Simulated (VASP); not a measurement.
Runs of VASP 6.6.1 on BN. The structure is that of space group F-43m (No. 216), or close to it. The cells are those of the table. 

```csv
cell,gap on the mesh (eV),pressure (GPa)
"a = 2.458 Å, angles 60.0°, 2 atoms",5.11,56.0
"a = 2.509 Å, angles 60.0°, 2 atoms",5.04,23.5
"a = 2.522 Å, angles 60.0°, 2 atoms",5.03,16.5
"a = 2.535 Å, angles 60.0°, 2 atoms",5.01,9.9
"a = 2.484 Å, angles 60.0°, 2 atoms",5.08,38.9
"a = 2.471 Å, angles 60.0°, 2 atoms",5.09,47.2
"a = 2.496 Å, angles 60.0°, 2 atoms",(b),31.0
"a = 2.547 Å, angles 60.0°, 2 atoms",4.99,(a)
"a = 2.560 Å, angles 60.0°, 2 atoms",4.97,-2.3
```

Alike in all rows: task single point; level r2SCAN; potentials or basis VASP PAW PBE potentials, release 64 (B, N); no spin polarisation; k mesh 12 × 12 × 12; cutoff (eV) 660; smearing gaussian 0.01 eV.

Problem. Estimate the missing entries.

Solution. (a) 3.6; (b) 5.06.

Caveats: the PAW data sets were made with another functional, which shifts forces and pressure a little.

A k mesh can miss the band edges.
